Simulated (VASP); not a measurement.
Set up this calculation in VASP 6.6.1, as the native input.

| Quantity | Value |
| --- | --- |
| Task | single point |
| Functional | PBE |
| Potentials or basis | VASP PAW PBE potentials, release 64 (In_d, P) |
| Cutoff | 520 eV |
| k mesh | 8 × 8 × 8 |
| Occupations | fermi-dirac, width 0.02 eV |
| Spin | no spin polarisation |
| Dipole correction | no |
| Further INCAR settings | ALGO = Normal; EDIFF = 1e-06; NBANDS = 16 |

The structure of InP lies in POSCAR:

```
InP
1.0
    0.0000000000      2.9833255112      2.9204433686
    2.9833255112      0.0000000000      2.9204433686
    2.9833255112      2.9833255112      0.0000000000
In P
1 1
Direct
    0.0000000000      0.0000000000      0.0000000000
    0.2500000000      0.2500000000      0.2500000000
```

This cell differs from its parent crystal: epitaxial xy strain +1.0%.

The input as run:

INCAR

```
SYSTEM = InP
ALGO     = Normal         ! electronic algorithm
EDIFF    = 1E-6           ! SCF threshold, eV
ENCUT    = 520            ! plane-wave cutoff, eV
GGA      = PE             ! functional
ISIF     = 2              ! what is computed and relaxed
ISMEAR   = -1             ! smearing method
LASPH    = .TRUE.         ! aspherical terms in the spheres
LCHARG   = .TRUE.         ! write CHGCAR
LELF     = .TRUE.         ! ELF
LREAL    = .FALSE.        ! projectors in reciprocal space
LVHAR    = .TRUE.       
LWAVE    = .FALSE.        ! write WAVECAR
NBANDS   = 16             ! bands
NELM     = 100            ! most SCF steps
PREC     = Accurate       ! precision mode
SIGMA    = 0.02           ! smearing width, eV
```

KPOINTS

```
k-points
0
G
  8 8 8
  0 0 0
```

Potentials or basis: VASP PAW PBE potentials, release 64 (In_d, P).

Command:

```bash
$ cat potpaw_PBE.64/In_d/POTCAR potpaw_PBE.64/P/POTCAR > POTCAR
$ mpirun -np 1 vasp_std > vasp.out
```

It gave:

| Quantity | Value |
| --- | --- |
| Pressure | 1.0 GPa |
| Band gap on the k mesh | 0.47 eV, direct |

Caveat: the cell differs from its parent crystal (epitaxial xy strain +1.0%); spin-orbit coupling is left out, which moves the levels of the heavy elements.

Wall time 14 s on 1 thread of Intel(R) Xeon(R) 6975P-C (Granite Rapids) (shared host), peak memory 0.2 GiB.
